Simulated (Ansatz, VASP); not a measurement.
One calculation of BiTe, two programs

```xyz
2
Lattice="0.0000 3.1869 3.1869 3.1869 0.0000 3.1869 3.1869 3.1869 0.0000" Properties=species:S:1:pos:R:3 pbc="T T T"
Bi    0.0000    0.0000    0.0000
Te    3.1869    3.1869    3.1869
```

Alike in both runs: task relaxation of cell and atoms; functional LDA; k mesh 11 × 11 × 11; occupations fermi-dirac, width 0.05 eV; no spin polarisation.

|  | VASP | Ansatz |
| --- | --- | --- |
| version | VASP 6.6.1 | Ansatz 0.2.0 |
| potentials or method | VASP PAW LDA potentials, release 64 (Bi_d, Te), cutoff 600 eV | all-electron LAPW, scalar-relativistic |

|  | VASP | Ansatz | Ansatz less VASP |
| --- | --- | --- | --- |
| relaxed volume (Å³/atom) | 32.05 | 32.01 | -0.048 |
| relaxed length of the cell vector where the two differ most in proportion (Å) | 4.492 | 4.490 | -0.0022 |

LDA's correlation is that of Perdew and Zunger in VASP and of Perdew and Wang (1992) in Ansatz. Ansatz ran all-electron here, and VASP with PAW potentials.

Neither program's run includes spin-orbit coupling.
